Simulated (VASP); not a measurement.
Write the native input for VASP 6.6.1 that does the following.

| Item | Value |
| --- | --- |
| Task | single point |
| Functional | PBE |
| Potentials or basis | VASP PAW PBE potentials, release 64 (Zn, Si, P) |
| Cutoff | 500 eV |
| k mesh | 8 × 8 × 8 |
| Occupations | gaussian, width 0.02 eV |
| Spin | no spin polarisation |
| Dipole correction | no |
| Further INCAR settings | ALGO = Normal; EDIFF = 1e-06; NBANDS = 36 |

The structure of ZnSiP2 lies in POSCAR:

```
ZnSiP2
1.0
   -2.6529798535      2.6529798535      5.1637388265
    2.6529798535     -2.6529798535      5.1637388265
    2.6529798535      2.6529798535     -5.1637388265
Zn Si P
2 2 4
Direct
    0.0000000000      0.0000000000      0.0000000000
    0.7500000000      0.2500000000      0.5000000000
    0.5000000000      0.5000000000      0.0000000000
    0.2500000000      0.7500000000      0.5000000000
    0.3750000000      0.3903232115      0.5153232115
    0.8750000000      0.8596767885      0.4846767885
    0.6096767885      0.1250000000      0.9846767885
    0.1403232115      0.6250000000      0.0153232115
```

The input as run:

INCAR

```
PREC = Accurate ; ENCUT = 500
EDIFF = 1E-6 ; ISMEAR = 0
SIGMA = 0.02 ; LREAL = F
LASPH = T ; NELM = 120
ALGO = Normal ; ISIF = 2
LWAVE = F ; LCHARG = F
GGA = PE ; NBANDS = 36
GGA_COMPAT = F
```

KPOINTS

```
Automatic mesh
0
Gamma
  8 8 8
```

Potentials or basis: VASP PAW PBE potentials, release 64 (Zn, Si, P).

Run with:

```bash
$ cat potpaw_PBE.64/Zn/POTCAR potpaw_PBE.64/Si/POTCAR potpaw_PBE.64/P/POTCAR > POTCAR
$ mpirun -np 1 vasp_std > vasp.out
```

Results of the run:

```json
{"Pressure": "6.0 GPa", "Largest force": "0.035 eV/Å", "Band gap on the k mesh": "1.21 eV"}
```

Caveat: the cell stands under pressure.

Wall time 2.4 min on 1 thread of Intel(R) Xeon(R) 6975P-C (Granite Rapids), with other jobs on the host, peak memory 0.47 GiB.
